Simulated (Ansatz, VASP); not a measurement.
# One calculation of BP, two programs

File INCAR:

```
SYSTEM = BP
PREC = Accurate
ENCUT = 500
EDIFF = 1E-6
ISMEAR = 0
SIGMA = 0.1
LREAL = .False.
LASPH = .True.
NELM = 120
ALGO = Normal
ISIF = 2
LWAVE = .False.
LCHARG = .True.
GGA = PS
LELF = .True.
LVHAR = .True.
NBANDS = 11
GGA_COMPAT = .False.
```

KPOINTS

```
regular mesh
0
Gamma
  8 8 8
  0 0 0
```

Contents of POSCAR:

```
BP
1.0
    0.0000000000      2.2660723800      2.2660723800
    2.2660723800      0.0000000000      2.2660723800
    2.2660723800      2.2660723800      0.0000000000
B P
1 1
Direct
    0.0000000000      0.0000000000      0.0000000000
    0.7500000000      0.7500000000      0.7500000000
```

Input for Ansatz:

```yaml
crystal:
  lattice:
    - [0.0, 2.26607238, 2.26607238]
    - [2.26607238, 0.0, 2.26607238]
    - [2.26607238, 2.26607238, 0.0]
  atoms:
    - { symbol: B, position: [0.0, 0.0, 0.0] }
    - { symbol: P, position: [0.75, 0.75, 0.75] }
basis:
  ecutwfc: 420
kpoints:
  mp_grid: { grid: [8, 8, 8] }
hamiltonian:
  xc: pbesol
  pseudopotentials: { kind: paw, azcp: { folder: soft_1 } }
scf:
  occupations: { method: gaussian, width: 0.1 }
output:
  forces: true
  stress: true
  eigenvalues: true
```

Alike in both runs: task single point; functional PBEsol; k mesh 8 × 8 × 8; occupations gaussian, width 0.1 eV; no spin polarisation.

|  | VASP | Ansatz |
| --- | --- | --- |
| version | VASP 6.6.1 | Ansatz 0.2.0 |
| potentials or method | VASP PAW PBE potentials, release 64 (B, P), cutoff 500 eV | scalar-relativistic, plane waves, PAW |
| valence electrons in the cell | 8 | 8 |

Ansatz gave:

| Item | Value |
| --- | --- |
| gap on the k mesh at the Fermi level (eV) | 1.16 |
| least direct gap on the mesh (eV) | 3.37 |
| pressure (GPa) | -1.3 |

Question: Estimate VASP's values.

Answer: gap on the k mesh at the Fermi level (eV): 1.16; least direct gap on the mesh (eV): 3.36; pressure (GPa): -1.2.

VASP's potentials were made for PBE, not for PBEsol, and Ansatz warns of the same on its side.
